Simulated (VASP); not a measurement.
# SiC (P6_3mc) in VASP: a series of runs

SiC is run at these levels: PBEsol; tasks: relaxation of cell and atoms.

Everything below comes from runs of VASP 6.6.1. Logs are shortened: lines on timing, memory, paths and dates and some standing lists are left out, and cuts for length are marked.

## Step 1: The cell of the first run

Symmetry: P6_3mc, No. 186, hexagonal system. Conventional cell: a = 3.076 Å, b = 3.076 Å, c = 5.048 Å, α = 90.00°, β = 90.00°, γ = 120.00°. Within 2.5 Å of Si (site symmetry 3m) lie 4 C at 1.88 to 1.90 Å. C (site symmetry 3m) has 4 Si at 1.88 to 1.90 Å within 2.5 Å.

## Step 2: Relaxation of cell and atoms, PBEsol, target pressure -2 GPa, at which the enthalpy is minimised

Contents of INCAR:

```
ALGO = Normal ; EDIFF = 1E-6
EDIFFG = -0.002 ; ENCUT = 600
GGA = PS ; IBRION = 2
ISIF = 3 ; ISMEAR = 0
LASPH = True ; LCHARG = False
LREAL = False ; LWAVE = False
NELM = 100 ; NSW = 100
PREC = Accurate ; PSTRESS = -20.0
SIGMA = 0.01
```

Contents of KPOINTS:

```
k-points
0
Gamma
  8 8 6
```

Contents of POSCAR:

```
SiC
1.0
    3.0757719604      0.0000000000      0.0000000000
   -1.5378859802      2.6636966539      0.0000000000
    0.0000000000      0.0000000000      5.0475313094
Si C
2 2
Direct
    0.3333333333      0.6666666667      0.0045931156
    0.6666666667      0.3333333333      0.5045931156
    0.3333333333      0.6666666667      0.3804068844
    0.6666666667      0.3333333333      0.8804068844
```

Potentials or basis: VASP PAW PBE potentials, release 64 (Si, C).

Command:

```console
cat potpaw_PBE.64/Si/POTCAR potpaw_PBE.64/C/POTCAR > POTCAR
mpirun -np 1 vasp_std > vasp.out
```

OUTCAR:

```text
EDIFF = 1E-6
   EDIFFG = -0.002
   ENCUT = 600
   GGA = PS
   IBRION = 2
   ISIF = 3
   ISMEAR = 0
   LASPH = True
   LREAL = False
   NELM = 100
   NSW = 100
   PREC = Accurate
   PSTRESS = -20.0

 ion  position               nearest neighbor table
   1  0.333  0.667  0.005-   4 1.88   4 1.88   4 1.88   3 1.90   2 3.09   2 3.09   2 3.09   2 3.09
                             2 3.09   2 3.09
   2  0.667  0.333  0.505-   3 1.88   3 1.88   3 1.88   4 1.90   1 3.09   1 3.09   1 3.09   1 3.09
                             1 3.09   1 3.09
   3  0.333  0.667  0.380-   2 1.88   2 1.88   2 1.88   1 1.90
   4  0.667  0.333  0.880-   1 1.88   1 1.88   1 1.88   2 1.90

  LATTYP: Found a hexagonal cell.
 ALAT       =     3.0757719604
 C/A-ratio  =     1.6410616178

  Lattice vectors:

 A1 = (   3.0757719604,   0.0000000000,   0.0000000000)
 A2 = (  -1.5378859802,   2.6636966539,   0.0000000000)
 A3 = (   0.0000000000,   0.0000000000,   5.0475313094)

Analysis of symmetry for initial positions (statically):
=====================================================================
 Subroutine PRICEL returns:
 Original cell was already a primitive cell.

 Routine SETGRP: Setting up the symmetry group for a
 hexagonal supercell.

 Subroutine GETGRP returns: Found 12 space group operations
 (whereof  6 operations were pure point group operations)
 out of a pool of 24 trial point group operations.

The static configuration has the point symmetry C_3v.
 The point group associated with its full space group is C_6v.

Analysis of symmetry for dynamics (positions and initial velocities):
=====================================================================
 Subroutine PRICEL returns:
 Original cell was already a primitive cell.

 Routine SETGRP: Setting up the symmetry group for a
 hexagonal supercell.

 Subroutine GETGRP returns: Found 12 space group operations
 (whereof  6 operations were pure point group operations)
 out of a pool of 24 trial point group operations.

The dynamic configuration has the point symmetry C_3v.
 The point group associated with its full space group is C_6v.

 Subroutine INISYM returns: Found 12 space group operations
 (whereof  6 operations are pure point group operations),
 and found     1 'primitive' translations

----------------------------------------------------------------------------------------

                                     Primitive cell

  volume of cell :      41.3540

  direct lattice vectors                    reciprocal lattice vectors
     3.075771960  0.000000000  0.000000000     0.325121632  0.187709062  0.000000000
    -1.537885980  2.663696654  0.000000000     0.000000000  0.375418124  0.000000000
     0.000000000  0.000000000  5.047531309     0.000000000  0.000000000  0.198116651

  length of vectors
     3.075771960  3.075771960  5.047531309     0.375418124  0.375418124  0.198116651

  position of ions in fractional coordinates (direct lattice)
     0.333333333  0.666666667  0.004593116
     0.666666667  0.333333333  0.504593116
     0.333333333  0.666666667  0.380406884
     0.666666667  0.333333333  0.880406884

  ion indices of the primitive-cell ions
   primitive index   ion index
                 1           1
                 2           2
                 3           3
                 4           4

----------------------------------------------------------------------------------------

 KPOINTS: k-points

Automatic generation of k-mesh.
 Grid dimensions read from file:
 generate k-points for:    8    8    6

 Generating k-lattice:

  Cartesian coordinates                     Fractional coordinates (reciprocal lattice)
     0.040640204  0.023463633  0.000000000     0.125000000 -0.000000000  0.000000000
     0.000000000  0.046927265  0.000000000     0.000000000  0.125000000  0.000000000
     0.000000000  0.000000000  0.033019442     0.000000000  0.000000000  0.166666667

  Length of vectors
     0.046927265  0.046927265  0.033019442

  Shift w.r.t. Gamma in fractional coordinates (k-lattice)
     0.000000000  0.000000000  0.000000000

 Subroutine IBZKPT returns following result:
 ===========================================

 Found     40 irreducible k-points:

 Following reciprocal coordinates:
            Coordinates               Weight
  0.000000  0.000000  0.000000      1.000000
  0.125000 -0.000000  0.000000      6.000000
  0.250000 -0.000000  0.000000      6.000000
  0.375000  0.000000  0.000000      6.000000
  0.500000 -0.000000  0.000000      3.000000
  0.125000  0.125000  0.000000      6.000000
[... 16 lines left out ...]
  0.250000 -0.000000  0.333333     12.000000
  0.375000  0.000000  0.333333     12.000000
 [... further k-points ...]
   k-points           NKPTS =     40   k-points in BZ     NKDIM =     40   number of bands    NBANDS=     12
   number of dos      NEDOS =    301   number of ions     NIONS =      4
   total plane-waves  NPLWV =  31360
   dimension x,y,z NGX =    28 NGY =   28 NGZ =   40
   dimension x,y,z NGXF=    56 NGYF=   56 NGZF=   80
   ions per type =               2   2
   NGX,Y,Z   is equivalent  to a cutoff of  15.13, 15.13, 13.17 a.u.
   NGXF,Y,Z  is equivalent  to a cutoff of  30.27, 30.27, 26.35 a.u.
 SYSTEM =  unknown system
   PREC   = accura    normal or accurate (medium, high low for compatibility)
   ISTART =      0    job   : 0-new  1-cont  2-samecut
   ICHARG =      2    charge: 1-file 2-atom 10-const
   ISPIN  =      1    spin polarized calculation?
   LNONCOLLINEAR =      F non collinear calculations
   LSORBIT =      F    spin-orbit coupling
   LASPH  =      T    aspherical Exc in radial PAW
   ENCUT  =  600.0 eV  44.10 Ry    6.64 a.u.   6.14  6.14 10.08*2*pi/ulx,y,z
   NELM   =    100;   NELMIN=  2; NELMDL= -5     # of ELM steps
   EDIFF  = 0.1E-05   stopping-criterion for ELM
   LREAL  =      F    real-space projection
   EDIFFG = -.2E-02   stopping-criterion for IOM
   NSW    =    100    number of steps for IOM
   IBRION =      2    ionic relax: 0-MD 1-quasi-New 2-CG
   NFREE  =      1    steps in history (QN), initial steepest desc. (CG)
   ISIF   =      3    stress and relaxation
   ISYM   =      2    0-nonsym 1-usesym 2-fastsym
   POTIM  = 0.5000    time-step for ionic-motion
   TEBEG  =    0.0;   TEEND  =   0.0 temperature during run
   PSTRESS=  -20.0 pullay stress
   NELECT =      16.0000    total number of electrons
   NUPDOWN=      -1.0000    fix difference up-down
   EMIN   =  10.00;   EMAX   =-10.00  energy-range for DOS
   EFERMI =   0.00;   METHOD = LEGACY
   ISMEAR =     0;   SIGMA  =   0.01  broadening in eV -4-tet -1-fermi 0-gaus
   EFERMI_NEDOS =   21; number of points for ismear=-14 and -15
   IALGO  =     38    algorithm
   IMIX   =      4    mixing-type and parameters
     AMIX     =   0.40;   BMIX     =  1.00
     AMIX_MAG =   1.60;   BMIX_MAG =  1.00
  volume/ion in A,a.u.               =      10.34        69.77
  Fermi-wavevector in a.u.,A,eV,Ry     =   1.192913  2.254279 19.361661  1.423042
  Thomas-Fermi vector in A             =   2.328940
   LORBIT       =      0    0 simple, 1 ext, 2 COOP (PROOUT), +10 PAW based schemes
   GGA     = PS    functional components
   LHFCALC =     F    Hartree Fock is set to
   AEXX    =    0.0000 exact exchange contribution
   IVDW    =     0    specifies the selected vdW correction
   LEPSILON=     F    determine dielectric tensor
   LRPA    =     F    only Hartree local field effects (RPA)
 conjugate gradient relaxation of ions
 non-spin polarized calculation
 Gauss-broadening in eV      SIGMA  =   0.01
  energy-cutoff  :      600.00
  volume of cell :       41.35
 maximum number of plane-waves:      1392
 NGX is ok and might be reduce to    28
   NGX = 13   NGY = 13   NGZ = 21

--------------------------------------- Ionic step        1  -------------------------------------------

 number of electron      16.0000000 magnetization

 Free energy of the ion-electron system (eV)
  ---------------------------------------------------
  ext. energy  EPLUGINS =         0.00000000
  ---------------------------------------------------
  free energy    TOTEN  =       -31.82316521 eV

  energy without entropy =      -31.82316521  energy(sigma->0) =      -31.82316521

------------------------ aborting loop because EDIFF is reached ----------------------------------------

  FORCE on cell =-STRESS in cart. coord.  units (eV):
  Direction    XX          YY          ZZ          XY          YZ          ZX
  --------------------------------------------------------------------------------------
  -------------------------------------------------------------------------------------
  Total        0.0697446      0.0697446      0.0620643      0.0000000      0.0000000      0.0000000
  in kB        2.7021110      2.7021110      2.4045543      0.0000000      0.0000000      0.0000000
  external PRESSURE =      22.6029255 kB  Pullay stress =     -20.0000000 kB
[... 145 lines left out ...]
  enthalpy is  TOTEN    =       -32.3423782539 eV   P V=       -0.5216899677

--------------------------------------- Ionic step        5  -------------------------------------------

 number of electron      16.0000000 magnetization

 Free energy of the ion-electron system (eV)
  ---------------------------------------------------
  ext. energy  EPLUGINS =         0.00000000
  ---------------------------------------------------
  free energy    TOTEN  =       -31.82082031 eV

  energy without entropy =      -31.82082031  energy(sigma->0) =      -31.82082031

 E-fermi :   8.1591     XC(G=0): -11.4558

 val. band max:        8.0944338369   @ k =   0.0000   0.0000   0.0000
 cond. band min:      10.4832291844   @ k =   0.3750   0.2500   0.0000
 fundamental gap:      2.3887953475
 Fermi energy:         8.1591428658

 k-point     1 :       0.0000    0.0000    0.0000
  band No.  band energies     occupation
      1      -7.4147      2.00000
      2      -3.8491      2.00000
      3      -0.6091      2.00000
      4       6.7775      2.00000
      5       6.7775      2.00000
      6       7.9839      2.00000
      7       8.0944      2.00000
      8       8.0944      2.00000
      9      12.7522      0.00000
     10      14.1397      0.00000
     11      14.6306      0.00000
     12      14.6306      0.00000
[... 331 lines left out ...]
 k-point    24 :       0.3750    0.0000    0.3333
  band No.  band energies     occupation
      1      -4.6362      2.00000
      2      -3.3286      2.00000
      3       0.5225      2.00000
      4       1.7705      2.00000
      5       4.0506      2.00000
      6       5.3834      2.00000
      7       6.3160      2.00000
      8       6.3851      2.00000
      9      11.1004      0.00000
     10      11.9361      0.00000
     11      13.6885      0.00000
     12      15.2219      0.00000

 [... further k-points ...]

------------------------ aborting loop because EDIFF is reached ----------------------------------------

  FORCE on cell =-STRESS in cart. coord.  units (eV):
  Direction    XX          YY          ZZ          XY          YZ          ZX
  --------------------------------------------------------------------------------------
  -------------------------------------------------------------------------------------
  Total       -0.5215267     -0.5215267     -0.5216038      0.0000000      0.0000000      0.0000000
  in kB      -19.9987557    -19.9987557    -20.0017136      0.0000000      0.0000000      0.0000000
  external PRESSURE =       0.0002583 kB  Pullay stress =     -20.0000000 kB
[... 19 lines left out ...]
  FREE ENERGIE OF THE ION-ELECTRON SYSTEM (eV)
  ---------------------------------------------------
  free  energy   TOTEN  =       -31.8208203063 eV

  energy  without entropy=      -31.8208203063  energy(sigma->0) =      -31.82082031

  enthalpy is  TOTEN    =       -32.3423794487 eV   P V=       -0.5215591424

 reached required accuracy - stopping structural energy minimisation
```

Wall time 95 s (1 thread of Intel Xeon 8259CL, shared host); peak memory 0.18 GiB.

What came out:

```yaml
Free_energy: -31.8208 eV
Relaxed_volume: 10.45 Å³/atom
Relaxed_cell: a = 3.086 Å, b = 3.086 Å, c = 5.065 Å, α = 90.00°, β = 90.00°, γ = 120.00°
Space_group_after_relaxing_to_0.1_Å: P6_3mc (No. 186)
Energy_change_on_relaxing_the_run_minimises_the_enthalpy: +0.6 meV/atom
Ionic_steps: 5
Pressure_after_relaxing: -2.0 GPa
Band_gap_on_the_k_mesh: 2.39 eV (least direct gap 3.83 eV)
```

The path:
| step | energy change (eV) | largest force (eV/Å) | pressure (GPa) | volume (Å³) |
| --- | --- | --- | --- | --- |
| 1 | 0.0000 | 0.0004 | 0.26 | 41.35 |
| 2 | 0.0112 | 0.0040 | -4.24 | 42.23 |
| 3 | 0.0024 | 0.0023 | -1.99 | 41.78 |
| 4 | 0.0025 | 0.0023 | -2.03 | 41.79 |
| 5 | 0.0023 | 0.0019 | -2.00 | 41.78 |

Final structure:
```cif
data_structure
_symmetry_space_group_name_H-M 'P 1'
_symmetry_Int_Tables_number 1
_cell_length_a 3.0862
_cell_length_b 3.0862
_cell_length_c 5.0651
_cell_angle_alpha 90.000
_cell_angle_beta 90.000
_cell_angle_gamma 120.000
_cell_volume 41.78
loop_
_atom_site_label
_atom_site_type_symbol
_atom_site_fract_x
_atom_site_fract_y
_atom_site_fract_z
_atom_site_occupancy
Si1 Si 0.33333 0.66667 0.00457 1
Si2 Si 0.66667 0.33333 0.50457 1
C1 C 0.33333 0.66667 0.38043 1
C2 C 0.66667 0.33333 0.88043 1
```

Caveat: the cell is relaxed towards a set pressure, so the run minimises the enthalpy, not the energy; the PAW data sets were made with another functional, which shifts forces and pressure a little. Zero-point motion and thermal expansion aren't in these numbers.

(Part 1 of 2 ends here.)
